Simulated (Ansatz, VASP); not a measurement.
**Two plane-wave programs on CaF2**

```xyz
3
Lattice="0.0000 2.7310 2.7310 2.7310 0.0000 2.7310 2.7310 2.7310 0.0000" Properties=species:S:1:pos:R:3 pbc="T T T"
Ca    0.0000    0.0000    0.0000
F     1.3655    1.3655    1.3655
F     4.0965    4.0965    4.0965
```

Alike in both runs: task single point; functional r2SCAN; k mesh 8 × 8 × 8; no spin polarisation.

```csv
,VASP,Ansatz
version,VASP 6.6.1,Ansatz 0.2.0
potentials or method,"VASP PAW PBE potentials, release 64 (Ca_sv, F), cutoff 660 eV","plane waves, PAW"
occupations,"gaussian, width 0.01 eV",fixed
valence electrons in the cell,24,24
```

|  | VASP | Ansatz | Ansatz less VASP |
| --- | --- | --- | --- |
| gap on the k mesh at the Fermi level (eV) | 7.95 | 7.96 | +0.005 |

VASP's potentials were made for PBE, not for r2SCAN.
